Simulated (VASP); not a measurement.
# Mg3CdSe2O2 (P-4m2) in VASP: a series of runs, part 2 of 2

VASP 6.6.1. Earlier steps stand in the parts before.

**3. Single point, PBE (19.67 Å³/atom)**

This run uses another cell than the first one, of 19.67 Å³/atom.

The input, INCAR:

```
SYSTEM = Mg3CdSe2O2
PREC = Accurate
ENCUT = 600
EDIFF = 1E-6
ISMEAR = 0
SIGMA = 0.02
LREAL = .False.
LASPH = .True.
NELM = 120
ALGO = Normal
ISIF = 2
LWAVE = .False.
LCHARG = .False.
GGA = PE
NBANDS = 31
GGA_COMPAT = .False.
```

The input, KPOINTS:

```
regular mesh
0
Gamma
  8 8 4
  0 0 0
```

The input, POSCAR:

```
Mg3CdSe2O2
1.0
    3.9533456945      0.0000000000      0.0000000000
    0.0000000000      3.9533456945      0.0000000000
    0.0000000000      0.0000000000     10.0709894981
Mg Cd Se O
3 1 2 2
Direct
    0.0000000000      0.0000000000      0.0000000000
    0.5000000000      0.5000000000      0.8460626169
    0.5000000000      0.5000000000      0.1539373831
    0.0000000000      0.0000000000      0.5000000000
    0.5000000000      0.0000000000      0.6789422159
    0.0000000000      0.5000000000      0.3210577841
    0.5000000000      0.0000000000      0.0629770385
    0.0000000000      0.5000000000      0.9370229615
```

Potentials or basis: VASP PAW PBE potentials, release 64 (Mg, Cd, Se, O).

The run is started by

```sh
> cat potpaw_PBE.64/Mg/POTCAR potpaw_PBE.64/Cd/POTCAR potpaw_PBE.64/Se/POTCAR potpaw_PBE.64/O/POTCAR > POTCAR
> mpirun -np 1 vasp_std > vasp.out
```

OUTCAR:

```text
SYSTEM = Mg3CdSe2O2
   PREC = Accurate
   ENCUT = 600
   EDIFF = 1E-6
   ISMEAR = 0
   LREAL = .False.
   LASPH = .True.
   NELM = 120
   ISIF = 2
   GGA = PE

 ion  position               nearest neighbor table
   1  0.000  0.000  0.000-   7 2.08   8 2.08   8 2.08   7 2.08   2 3.20   3 3.20   2 3.20   2 3.20
                             3 3.20   3 3.20   2 3.20   3 3.20
   2  0.500  0.500  0.846-   8 2.18   8 2.18   5 2.60   5 2.60   3 3.10   1 3.20   1 3.20   1 3.20
                             1 3.20
   3  0.500  0.500  0.154-   7 2.18   7 2.18   6 2.60   6 2.60   2 3.10   1 3.20   1 3.20   1 3.20
                             1 3.20
   4  0.000  0.000  0.500-   5 2.67   6 2.67   6 2.67   5 2.67
   5  0.500  0.000  0.679-   2 2.60   2 2.60   4 2.67   4 2.67
   6  0.000  0.500  0.321-   3 2.60   3 2.60   4 2.67   4 2.67
   7  0.500  0.000  0.063-   1 2.08   1 2.08   3 2.18   3 2.18
   8  0.000  0.500  0.937-   1 2.08   1 2.08   2 2.18   2 2.18

  LATTYP: Found a simple tetragonal cell.
 ALAT       =     3.9533456945
 C/A-ratio  =     2.5474598672

  Lattice vectors:

 A1 = (   3.9533456945,   0.0000000000,   0.0000000000)
 A2 = (   0.0000000000,   3.9533456945,   0.0000000000)
 A3 = (   0.0000000000,   0.0000000000,  10.0709894981)
[... 191 lines left out ...]
 cond. band min:       2.5180793385   @ k =   0.0000   0.0000   0.0000
 fundamental gap:      0.8626862858
 Fermi energy:         1.7859986449

 k-point     1 :       0.0000    0.0000    0.0000
  band No.  band energies     occupation
      1     -15.7773      2.00000
      2     -15.0858      2.00000
      3     -10.4637      2.00000
      4     -10.2645      2.00000
      5      -6.0682      2.00000
      6      -6.0291      2.00000
[... 805 lines left out ...]
     30       8.8122      0.00000
     31       9.0942      0.00000

 [... further k-points ...]
[... 5 lines left out ...]
  --------------------------------------------------------------------------------------
  -------------------------------------------------------------------------------------
  Total       -3.7339260     -3.7339260     -3.6094994      0.0000000      0.0000000     -0.0000000
  in kB      -38.0079605    -38.0079605    -36.7414104      0.0000000      0.0000000     -0.0000000
  external PRESSURE =     -37.5857772 kB  Pullay stress =       0.0000000 kB

 VOLUME and BASIS-vectors are now :
 -----------------------------------------------------------------------------
  energy-cutoff  :      600.00
  volume of cell :      157.40
      direct lattice vectors                 reciprocal lattice vectors
     3.953345694  0.000000000  0.000000000     0.252950305  0.000000000  0.000000000
     0.000000000  3.953345694  0.000000000     0.000000000  0.252950305  0.000000000
     0.000000000  0.000000000 10.070989498     0.000000000  0.000000000  0.099295109

 POSITION                                       TOTAL-FORCE (eV/Angst)
 -----------------------------------------------------------------------------------
      0.00000      0.00000      0.00000        -0.000000      0.000000      0.000000
      1.97667      1.97667      8.52069        -0.000000     -0.000000      0.011418
      1.97667      1.97667      1.55030        -0.000000     -0.000000     -0.011418
      0.00000      0.00000      5.03549        -0.000000     -0.000000      0.000000
      1.97667      0.00000      6.83762         0.000000      0.000000      0.043505
      0.00000      1.97667      3.23337        -0.000000      0.000000     -0.043505
      1.97667      0.00000      0.63424        -0.000000      0.000000      0.006543
      0.00000      1.97667      9.43675        -0.000000      0.000000     -0.006543
 -----------------------------------------------------------------------------------
    total drift:                                0.000000      0.000000      0.000000

  FREE ENERGIE OF THE ION-ELECTRON SYSTEM (eV)
  ---------------------------------------------------
  free  energy   TOTEN  =       -35.1692413874 eV

  energy  without entropy=      -35.1692413874  energy(sigma->0) =      -35.16924139
```

OSZICAR:

```text
N       E                     dE             d eps       ncg     rms          rms(c)
DAV:   1     0.263731411184E+03    0.26373E+03   -0.20320E+04  2790   0.131E+03
DAV:   2    -0.154750747549E+02   -0.27921E+03   -0.26591E+03  3320   0.273E+02
DAV:   3    -0.401898427352E+02   -0.24715E+02   -0.24547E+02  3465   0.811E+01
DAV:   4    -0.404691565782E+02   -0.27931E+00   -0.27918E+00  3154   0.934E+00
DAV:   5    -0.404715383229E+02   -0.23817E-02   -0.23816E-02  3497   0.834E-01    0.131E+01
DAV:   6    -0.353328267656E+02    0.51387E+01   -0.19394E+01  3532   0.337E+01    0.690E+00
DAV:   7    -0.352364849285E+02    0.96342E-01   -0.16123E+00  3014   0.749E+00    0.436E+00
DAV:   8    -0.351863359543E+02    0.50149E-01   -0.55357E-01  3254   0.449E+00    0.104E+00
DAV:   9    -0.351671184644E+02    0.19217E-01   -0.11559E-01  3641   0.199E+00    0.362E-01
DAV:  10    -0.351688332456E+02   -0.17148E-02   -0.18545E-02  3008   0.677E-01    0.121E-01
DAV:  11    -0.351689691988E+02   -0.13595E-03   -0.70241E-04  3377   0.167E-01    0.701E-02
DAV:  12    -0.351691953088E+02   -0.22611E-03   -0.31580E-04  3073   0.833E-02    0.262E-02
DAV:  13    -0.351692387693E+02   -0.43461E-04   -0.54643E-05  3264   0.347E-02    0.768E-03
DAV:  14    -0.351692412460E+02   -0.24767E-05   -0.65375E-06  3155   0.131E-02    0.249E-03
DAV:  15    -0.351692413874E+02   -0.14142E-06   -0.51770E-07  2472   0.408E-03
   1 F= -.35169241E+02 E0= -.35169241E+02  d E =-.564635E-22
```

stdout:

```text
POSCAR found type information on POSCAR MgCdSeO
 POSCAR found :  4 types and       8 ions
 scaLAPACK will be used
 LDA part: xc-table for (Slater+PW92), standard interpolation
 POSCAR, INCAR and KPOINTS ok, starting setup
 FFT: planning ... GRIDC
 FFT: planning ... GRID_SOFT
 FFT: planning ... GRID
 WAVECAR not read
 entering main loop
```

Wall time 2.7 min (1 thread of Oxide Virtual Turin-like, shared host); peak memory 0.43 GiB.

What came out:

* Free energy: -35.1692 eV
* Pressure: -3.8 GPa
* Largest force: 0.044 eV/Å
* Band gap on the k mesh: 0.86 eV (least direct gap 0.93 eV)

Forces in eV/Å, atoms in the order of the input:
```
Mg   0.000  0.000  0.000
Mg   0.000  0.000  0.011
Mg   0.000  0.000 -0.011
Cd   0.000  0.000  0.000
Se   0.000  0.000  0.044
Se   0.000  0.000 -0.044
O    0.000  0.000  0.007
O    0.000  0.000 -0.007
```

Caveat: the cell stands under tension.

**4. Single point, PBE (20.42 Å³/atom)**

This run uses another cell than the first one, of 20.42 Å³/atom.

The input, INCAR:

```
SYSTEM = Mg3CdSe2O2
ALGO = Normal
EDIFF = 1E-6
ENCUT = 600
GGA = PE
GGA_COMPAT = .FALSE.
ISIF = 2
ISMEAR = 0
LASPH = .TRUE.
LCHARG = .FALSE.
LREAL = .FALSE.
LWAVE = .FALSE.
NBANDS = 31
NELM = 120
PREC = Accurate
SIGMA = 0.02
```

The input, KPOINTS:

```
k-points
0
G
  8 8 4
  0 0 0
```

The input, POSCAR:

```
Mg3CdSe2O2
1.0
    3.9934428491      0.0000000000      0.0000000000
    0.0000000000      3.9934428491      0.0000000000
    0.0000000000      0.0000000000     10.2422082150
Mg Cd Se O
3 1 2 2
Direct
    0.0000000000      0.0000000000      0.0000000000
    0.5000000000      0.5000000000      0.8450329459
    0.5000000000      0.5000000000      0.1549670541
    0.0000000000      0.0000000000      0.5000000000
    0.5000000000      0.0000000000      0.6783269596
    0.0000000000      0.5000000000      0.3216730404
    0.5000000000      0.0000000000      0.0638054808
    0.0000000000      0.5000000000      0.9361945192
```

The run is started by

```sh
> cat potpaw_PBE.64/Mg/POTCAR potpaw_PBE.64/Cd/POTCAR potpaw_PBE.64/Se/POTCAR potpaw_PBE.64/O/POTCAR > POTCAR
> mpirun -np 1 vasp_std > vasp.out
```

Run time: 2.9 min. Hardware: 1 thread of Oxide Virtual Turin-like, shared host; peak memory 0.45 GiB.

The run converged. Its results:

* Free energy: -34.9974 eV
* Pressure: -5.6 GPa
* Largest force: 0.038 eV/Å
* Band gap on the k mesh: 0.72 eV (least direct gap 0.79 eV)

Forces on the atoms (eV/Å):
```
Mg   0.000  0.000  0.000
Mg   0.000  0.000  0.006
Mg   0.000  0.000 -0.006
Cd   0.000  0.000  0.000
Se   0.000  0.000  0.038
Se   0.000  0.000 -0.038
O    0.000  0.000  0.001
O    0.000  0.000 -0.001
```

Stress tensor (GPa, compression positive):
```
-5.66  0.00  0.00
 0.00 -5.66  0.00
 0.00  0.00 -5.55
```

Levels at points of the mesh, in eV from the valence-band top:
| k point | band 18 | band 19 | band 20 | band 21 | band 22 | band 23 | band 24 | band 25 |
| --- | --- | --- | --- | --- | --- | --- | --- | --- |
| (0.00, 0.00, 0.00) | -0.70 | -0.70 | -0.07 | -0.07 | 0.72 | 3.80 | 4.00 | 5.07 |
| (0.50, 0.00, 0.00) | -1.62 | -1.54 | -0.26 | -0.01 | 2.66 | 3.58 | 4.40 | 4.47 |
| (0.50, 0.50, 0.00) | -1.86 | -1.73 | -1.63 | -1.63 | 3.21 | 3.42 | 3.42 | 5.35 |
| (0.00, 0.00, 0.50) | -0.70 | -0.70 | -0.06 | -0.06 | 2.14 | 2.23 | 4.32 | 4.97 |
| (0.50, 0.00, 0.50) | -1.46 | -1.43 | -0.26 | -0.01 | 2.46 | 3.35 | 4.85 | 4.90 |
| (0.50, 0.50, 0.50) | -2.06 | -1.80 | -1.71 | -1.71 | 3.08 | 3.95 | 3.95 | 4.83 |

Caveat: the cell stands under tension; semilocal functionals underestimate gaps, and a narrow one can read as zero. A k mesh can miss the band edges.

**5. Overview**

| cell | smearing | gap on the mesh (eV) | pressure (GPa) | largest force (eV/Å) |
| --- | --- | --- | --- | --- |
| a = 3.889, b = 3.889, c = 9.814 Å, 8 atoms, atomic positions A | gaussian 0.01 eV | 1.09 | -0.1 | 0.05 |
| a = 3.953, b = 3.953, c = 10.071 Å, 8 atoms, atomic positions B | gaussian 0.02 eV | 0.86 | -3.8 | 0.04 |
| a = 3.993, b = 3.993, c = 10.242 Å, 8 atoms, atomic positions C | gaussian 0.02 eV | 0.72 | -5.6 | 0.04 |

Alike in all rows: task single point; level PBE; potentials or basis VASP PAW PBE potentials, release 64 (Mg, Cd, Se, O); no spin polarisation; k mesh 8 × 8 × 4; cutoff (eV) 600.

Caveats: the cell stands under tension (at least some runs); semilocal functionals underestimate gaps, and a narrow one can read as zero (at least some runs).

Absolute energies hang on the potentials; compare differences alone.
